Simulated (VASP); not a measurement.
Input of a VASP 6.6.1 run:

File INCAR:

```
SYSTEM = Cs
PREC = Accurate
ENCUT = 520
EDIFF = 1E-7
ISMEAR = -1
SIGMA = 0.08
LREAL = .False.
LASPH = .True.
NELM = 80
ALGO = Normal
ISIF = 2
LWAVE = .False.
LCHARG = .False.
GGA = PS
NBANDS = 16
```

Contents of KPOINTS:

```
Automatic mesh
0
Gamma
  8 8 5
  0 0 0
```

POSCAR

```
Cs
1.0
    4.1379468344      0.0000000000      0.0000000000
   -2.0689734172      3.5835670781      0.0000000000
    0.0000000000      0.0000000000      6.7034738717
Cs
2
Direct
    0.3333333333      0.6666666667      0.2500000000
    0.6666666667      0.3333333333      0.7500000000
```

Potentials or basis: VASP PAW PBE potentials, release 64 (Cs_sv).

The run is started by

```console
$ cat potpaw_PBE.64/Cs_sv/POTCAR > POTCAR
$ mpirun -np 1 vasp_std > vasp.out
```

(1) Estimate the pressure.

(2) Predict the band gap on the k mesh.

Answers

(1) 4.0 GPa.

(2) zero (band 9 reaches 3.65 eV, above the bottom of band 10 at 2.85 eV).

Caveat: the PAW data sets were made with another functional, which shifts forces and pressure a little; spin-orbit coupling is left out, which moves the levels of the heavy elements.
